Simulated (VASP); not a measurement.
## TcOs: relaxation of cell and atoms with LDA

TcOs:

```
Os Tc
1.0
     3.03757    0.00000    0.00000
     0.00000    3.03757    0.00000
     0.00000    0.00000    3.03757
Os Tc
1 1
Direct
  0.00000 0.00000 0.00000
  0.50000 0.50000 0.50000
```

```yaml
Program: VASP 6.6.1
Task: relaxation of cell and atoms
Functional: LDA
Potentials_or_basis: VASP PAW LDA potentials, release 64 (Os, Tc_pv)
Cutoff: 600 eV
k_mesh: 7 × 7 × 7
Occupations: gaussian, width 0.05 eV
Spin: no spin polarisation
Dipole_correction: no
Further_INCAR_settings: ALGO = Normal; EDIFF = 1e-06; IBRION = 2; EDIFFG = -0.03; NSW = 80; ISIF = 3
```

```
Relaxed volume                         : 14.07 Å³/atom
Relaxed cell                           : a = 3.042 Å, b = 3.042 Å, c = 3.042 Å, α = 90.00°, β = 90.00°, γ = 90.00°
Space group after relaxing (to 0.05 Å) : Pm-3m (No. 221)
Energy gained by relaxing              : 0.3 meV/atom
Ionic steps                            : 3
Pressure after relaxing                : 0.0 GPa
```

The path:
```
step  energy change (eV)  largest force (eV/Å)  pressure (GPa)  volume (Å³)
   1              0.0000                0.0000            1.62        28.03
   2              0.0077                0.0000           -5.76        28.60
   3             -0.0006                0.0000           -0.02        28.15
```

Final structure:
```xyz
2
Lattice="3.0420 0.0000 0.0000 0.0000 3.0420 0.0000 0.0000 0.0000 3.0420" Properties=species:S:1:pos:R:3 pbc="T T T"
Os    0.0000    0.0000    0.0000
Tc    1.5210    1.5210    1.5210
```

Levels at points of the mesh, in eV from the Fermi level:
```tsv
k point	band 7	band 8	band 9	band 10	band 11	band 12	band 13	band 14
(0.00, 0.00, 0.00)	-2.98	-2.98	-2.98	0.26	0.26	2.72	2.72	2.72
```

Run time: 6.7 s on 1 thread of Intel(R) Xeon(R) 6975P-C (Granite Rapids), on a shared host, peak memory 0.13 GiB.

Caveat: spin-orbit coupling is left out, which moves the levels of the heavy elements.
